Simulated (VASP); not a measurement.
# C in VASP: further runs

The runs below take C through single point, relaxation of cell and atoms, with LDA.

All numbers are computed with VASP 6.6.1; they aren't measurements. Logs are shortened: lines on timing, memory, paths and dates and some standing lists are left out, and cuts for length are marked.

## (1) The cell of the first run

The cell holds a slab with vacuum, 2 atoms: a = 2.445 Å, b = 2.445 Å, c = 8.526 Å, α = 90.00°, β = 90.00°, γ = 120.00°.

## (2) Single point, LDA

File INCAR:

```
PREC = Accurate
ENCUT = 520
EDIFF = 1E-7
ISMEAR = 0
SIGMA = 0.15
LREAL = F
LASPH = T
NELM = 100
ALGO = Normal
ISIF = 2
LWAVE = F
LCHARG = F
NBANDS = 11
```

File KPOINTS:

```
Automatic mesh
0
Gamma
  18 18 4
```

File POSCAR:

```
C
1.0
    2.4447828845      0.0000000000      0.0000000000
   -1.2223914423      2.1172440847      0.0000000000
    0.0000000000      0.0000000000      8.5257676655
C
2
Direct
    0.3333333333      0.6666666667      0.0000000000
    0.6666666667      0.3333333333      0.0000000000
```

Potentials or basis: VASP PAW LDA potentials, release 64 (C).

The run is started by

```
$ cat potpaw_LDA.64/C/POTCAR > POTCAR
$ mpirun -np 1 vasp_std > vasp.out
```

OUTCAR:

```text
PREC = Accurate
   ENCUT = 520
   EDIFF = 1E-7
   ISMEAR = 0
   LREAL = F
   LASPH = T
   NELM = 100
   ISIF = 2

 ion  position               nearest neighbor table
   1  0.333  0.667  0.000-   2 1.41   2 1.41   2 1.41
   2  0.667  0.333  0.000-   1 1.41   1 1.41   1 1.41

  LATTYP: Found a hexagonal cell.
 ALAT       =     2.4447828845
 C/A-ratio  =     3.4873312144

  Lattice vectors:

 A1 = (   2.4447828845,   0.0000000000,   0.0000000000)
 A2 = (  -1.2223914423,   2.1172440847,   0.0000000000)
 A3 = (   0.0000000000,   0.0000000000,   8.5257676655)

Analysis of symmetry for initial positions (statically):
=====================================================================
 Subroutine PRICEL returns:
 Original cell was already a primitive cell.

 Routine SETGRP: Setting up the symmetry group for a
 hexagonal supercell.

 Subroutine GETGRP returns: Found 24 space group operations
 (whereof 24 operations were pure point group operations)
 out of a pool of 24 trial point group operations.

The static configuration has the point symmetry D_6h.

Analysis of symmetry for dynamics (positions and initial velocities):
=====================================================================
 Subroutine PRICEL returns:
 Original cell was already a primitive cell.

 Routine SETGRP: Setting up the symmetry group for a
 hexagonal supercell.

 Subroutine GETGRP returns: Found 24 space group operations
 (whereof 24 operations were pure point group operations)
 out of a pool of 24 trial point group operations.

The dynamic configuration has the point symmetry D_6h.

 Subroutine INISYM returns: Found 24 space group operations
 (whereof 24 operations are pure point group operations),
 and found     1 'primitive' translations

----------------------------------------------------------------------------------------

                                     Primitive cell

  volume of cell :      44.1311

  direct lattice vectors                    reciprocal lattice vectors
     2.444782884  0.000000000  0.000000000     0.409034277  0.236156050  0.000000000
    -1.222391442  2.117244085  0.000000000     0.000000000  0.472312100  0.000000000
     0.000000000  0.000000000  8.525767666     0.000000000  0.000000000  0.117291491

  length of vectors
     2.444782884  2.444782885  8.525767666     0.472312100  0.472312100  0.117291491

  position of ions in fractional coordinates (direct lattice)
     0.333333333  0.666666667  0.000000000
     0.666666667  0.333333333  0.000000000

  ion indices of the primitive-cell ions
   primitive index   ion index
                 1           1
                 2           2

----------------------------------------------------------------------------------------

 KPOINTS: Automatic mesh

Automatic generation of k-mesh.
 Grid dimensions read from file:
 generate k-points for:   18   18    4

 Generating k-lattice:

  Cartesian coordinates                     Fractional coordinates (reciprocal lattice)
     0.022724127  0.013119781  0.000000000     0.055555556  0.000000000  0.000000000
     0.000000000  0.026239561  0.000000000     0.000000000  0.055555556  0.000000000
     0.000000000  0.000000000  0.029322873     0.000000000  0.000000000  0.250000000

  Length of vectors
     0.026239561  0.026239561  0.029322873

  Shift w.r.t. Gamma in fractional coordinates (k-lattice)
     0.000000000  0.000000000  0.000000000

 Subroutine IBZKPT returns following result:
 ===========================================

 Found    111 irreducible k-points:

 Following reciprocal coordinates:
            Coordinates               Weight
  0.000000  0.000000  0.000000      1.000000
  0.055556  0.000000  0.000000      6.000000
  0.111111  0.000000  0.000000      6.000000
  0.166667  0.000000  0.000000      6.000000
  0.222222  0.000000  0.000000      6.000000
  0.277778  0.000000  0.000000      6.000000
[... 16 lines left out ...]
  0.333333  0.111111  0.000000     12.000000
  0.388889  0.111111  0.000000     12.000000
 [... further k-points ...]
   k-points           NKPTS =    111   k-points in BZ     NKDIM =    111   number of bands    NBANDS=     11
   number of dos      NEDOS =    301   number of ions     NIONS =      2
   total plane-waves  NPLWV =  20736
   dimension x,y,z NGX =    18 NGY =   18 NGZ =   64
   dimension x,y,z NGXF=    36 NGYF=   36 NGZF=  128
   ions per type =               2
   NGX,Y,Z   is equivalent  to a cutoff of  12.24, 12.24, 12.48 a.u.
   NGXF,Y,Z  is equivalent  to a cutoff of  24.48, 24.48, 24.96 a.u.
 SYSTEM =  unknown system
   PREC   = accura    normal or accurate (medium, high low for compatibility)
   ISTART =      0    job   : 0-new  1-cont  2-samecut
   ICHARG =      2    charge: 1-file 2-atom 10-const
   ISPIN  =      1    spin polarized calculation?
   LNONCOLLINEAR =      F non collinear calculations
   LSORBIT =      F    spin-orbit coupling
   LASPH  =      T    aspherical Exc in radial PAW
   ENCUT  =  520.0 eV  38.22 Ry    6.18 a.u.   4.55  4.55 15.85*2*pi/ulx,y,z
   NELM   =    100;   NELMIN=  2; NELMDL= -5     # of ELM steps
   EDIFF  = 0.1E-06   stopping-criterion for ELM
   LREAL  =      F    real-space projection
   EDIFFG = 0.1E-05   stopping-criterion for IOM
   NSW    =      0    number of steps for IOM
   IBRION =     -1    ionic relax: 0-MD 1-quasi-New 2-CG
   NFREE  =      0    steps in history (QN), initial steepest desc. (CG)
   ISIF   =      2    stress and relaxation
   ISYM   =      2    0-nonsym 1-usesym 2-fastsym
   POTIM  = 0.5000    time-step for ionic-motion
   TEBEG  =    0.0;   TEEND  =   0.0 temperature during run
   PSTRESS=    0.0 pullay stress
   NELECT =       8.0000    total number of electrons
   NUPDOWN=      -1.0000    fix difference up-down
   EMIN   =  10.00;   EMAX   =-10.00  energy-range for DOS
   EFERMI =   0.00;   METHOD = LEGACY
   ISMEAR =     0;   SIGMA  =   0.15  broadening in eV -4-tet -1-fermi 0-gaus
   EFERMI_NEDOS =   21; number of points for ismear=-14 and -15
   IALGO  =     38    algorithm
   IMIX   =      4    mixing-type and parameters
     AMIX     =   0.40;   BMIX     =  1.00
     AMIX_MAG =   1.60;   BMIX_MAG =  1.00
  volume/ion in A,a.u.               =      22.07       148.91
  Fermi-wavevector in a.u.,A,eV,Ry     =   0.926524  1.750876 11.679872  0.858446
  Thomas-Fermi vector in A             =   2.052495
   LORBIT       =      0    0 simple, 1 ext, 2 COOP (PROOUT), +10 PAW based schemes
   GGA     = CA    functional components
   LHFCALC =     F    Hartree Fock is set to
   AEXX    =    0.0000 exact exchange contribution
   IVDW    =     0    specifies the selected vdW correction
   LEPSILON=     F    determine dielectric tensor
   LRPA    =     F    only Hartree local field effects (RPA)
 non-spin polarized calculation
 Gauss-broadening in eV      SIGMA  =   0.15
  energy-cutoff  :      520.00
  volume of cell :       44.13
 maximum number of plane-waves:      1215
   NGX =  9   NGY =  9   NGZ = 31

 number of electron       7.9999997 magnetization

 Free energy of the ion-electron system (eV)
  ---------------------------------------------------
  ext. energy  EPLUGINS =         0.00000000
  ---------------------------------------------------
  free energy    TOTEN  =       -20.17482821 eV

  energy without entropy =      -20.17378341  energy(sigma->0) =      -20.17430581

 E-fermi :  -0.8360     XC(G=0):  -5.1195

 val. band max:       -0.8360139657   @ k =   0.3333   0.3333   0.5000
 cond. band min:      -0.8359775103   @ k =   0.3333   0.3333   0.2500
 fundamental gap:      0.0000364554
 Fermi energy:        -0.8359808768

 k-point     1 :       0.0000    0.0000    0.0000
  band No.  band energies     occupation
      1     -20.3416      2.00000
      2      -8.6512      2.00000
      3      -3.8640      2.00000
      4      -3.8640      2.00000
      5       2.2534      0.00000
      6       4.5974      0.00000
      7       6.2140      0.00000
      8       7.5915      0.00000
      9       7.5915      0.00000
     10      10.8029      0.00000
     11      12.5428      0.00000

 k-point     2 :       0.0556    0.0000    0.0000
  band No.  band energies     occupation
      1     -20.2680      2.00000
      2      -8.5620      2.00000
      3      -4.1567      2.00000
      4      -4.0244      2.00000
      5       2.3537      0.00000
      6       4.6957      0.00000
      7       6.3090      0.00000
      8       7.6372      0.00000
      9       7.9133      0.00000
     10      10.5446      0.00000
     11      12.6570      0.00000

 k-point     3 :       0.1111    0.0000    0.0000
  band No.  band energies     occupation
      1     -20.0476      2.00000
      2      -8.2954      2.00000
      3      -4.9634      2.00000
      4      -4.4499      2.00000
      5       2.6549      0.00000
      6       4.9896      0.00000
      7       6.5935      0.00000
      8       7.7091      0.00000
      9       8.8191      0.00000
     10       9.8087      0.00000
     11      13.0222      0.00000

 k-point     4 :       0.1667    0.0000    0.0000
  band No.  band energies     occupation
      1     -19.6813      2.00000
      2      -7.8547      2.00000
      3      -6.1277      2.00000
      4      -5.0218      2.00000
      5       3.1568      0.00000
      6       5.4756      0.00000
      7       7.0523      0.00000
      8       7.7225      0.00000
      9       8.6950      0.00000
     10      10.1771      0.00000
     11      13.6427      0.00000

 k-point     5 :       0.2222    0.0000    0.0000
  band No.  band energies     occupation
      1     -19.1711      2.00000
      2      -7.4966      2.00000
      3      -7.2459      2.00000
      4      -5.6288      2.00000
      5       3.8589      0.00000
      6       6.1295      0.00000
      7       7.3383      0.00000
      8       7.4282      0.00000
      9       7.9147      0.00000
     10      11.8511      0.00000
     11      14.4217      0.00000
[... 211 lines left out ...]
 k-point    21 :       0.2222    0.1111    0.0000
  band No.  band energies     occupation
      1     -18.3047      2.00000
      2      -8.9392      2.00000
      3      -7.0208      2.00000
      4      -6.2259      2.00000
      5       5.0619      0.00000
      6       5.4370      0.00000
      7       7.3102      0.00000
      8       8.4342      0.00000
      9       9.0566      0.00000
     10      12.1877      0.00000
     11      14.5362      0.00000

 k-point    22 :       0.2778    0.1111    0.0000
  band No.  band energies     occupation
      1     -17.5202      2.00000
      2     -10.3310      2.00000
      3      -7.5340      2.00000
      4      -5.3311      2.00000
      5       3.9596      0.00000
      6       6.1580      0.00000
      7       8.3325      0.00000
      8       8.3555      0.00000
      9      10.0756      0.00000
     10      13.4337      0.00000
     11      14.4451      0.00000

 k-point    23 :       0.3333    0.1111    0.0000
  band No.  band energies     occupation
      1     -16.6087      2.00000
      2     -11.7167      2.00000
      3      -7.9064      2.00000
      4      -4.3515      2.00000
      5       2.5177      0.00000
      6       7.4392      0.00000
      7       8.2341      0.00000
      8       9.4902      0.00000
      9      11.3194      0.00000
     10      13.6708      0.00000
     11      13.9893      0.00000

 k-point    24 :       0.3889    0.1111    0.0000
  band No.  band energies     occupation
      1     -15.5929      2.00000
      2     -13.0312      2.00000
      3      -8.1325      2.00000
      4      -3.4248      2.00000
      5       1.2949      0.00000
      6       8.1131      0.00000
      7       8.9371      0.00000
      8      10.6828      0.00000
      9      12.2738      0.00000
     10      12.7389      0.00000
     11      13.3869      0.00000

 [... further k-points ...]
[... 5 lines left out ...]
  --------------------------------------------------------------------------------------
  -------------------------------------------------------------------------------------
  Total        0.1334978      0.1334978     -0.0140064     -0.0000000     -0.0000000     -0.0000000
  in kB        4.8466316      4.8466316     -0.5085009     -0.0000000     -0.0000000     -0.0000000
  external PRESSURE =       3.0615874 kB  Pullay stress =       0.0000000 kB

 VOLUME and BASIS-vectors are now :
 -----------------------------------------------------------------------------
  energy-cutoff  :      520.00
  volume of cell :       44.13
      direct lattice vectors                 reciprocal lattice vectors
     2.444782884  0.000000000  0.000000000     0.409034277  0.236156050  0.000000000
    -1.222391442  2.117244085  0.000000000     0.000000000  0.472312100  0.000000000
     0.000000000  0.000000000  8.525767666     0.000000000  0.000000000  0.117291491

 POSITION                                       TOTAL-FORCE (eV/Angst)
 -----------------------------------------------------------------------------------
     -0.00000      1.41150      0.00000         0.000000      0.000000     -0.000000
      1.22239      0.70575      0.00000        -0.000000      0.000000      0.000000
 -----------------------------------------------------------------------------------
    total drift:                                0.000000     -0.000000      0.000000

  FREE ENERGIE OF THE ION-ELECTRON SYSTEM (eV)
  ---------------------------------------------------
  free  energy   TOTEN  =       -20.1748282076 eV

  energy  without entropy=      -20.1737834121  energy(sigma->0) =      -20.17430581
```

Run time: 20 s. Hardware: 1 thread of Intel Xeon 6975P-C (Granite Rapids), shared host; peak memory 0.16 GiB.

Results:

| Item | Value |
| --- | --- |
| Free energy | -20.1748 eV |
| Band gap on the k mesh | zero (filled and empty bands touch) |

(Continued in part 2 of 2.)
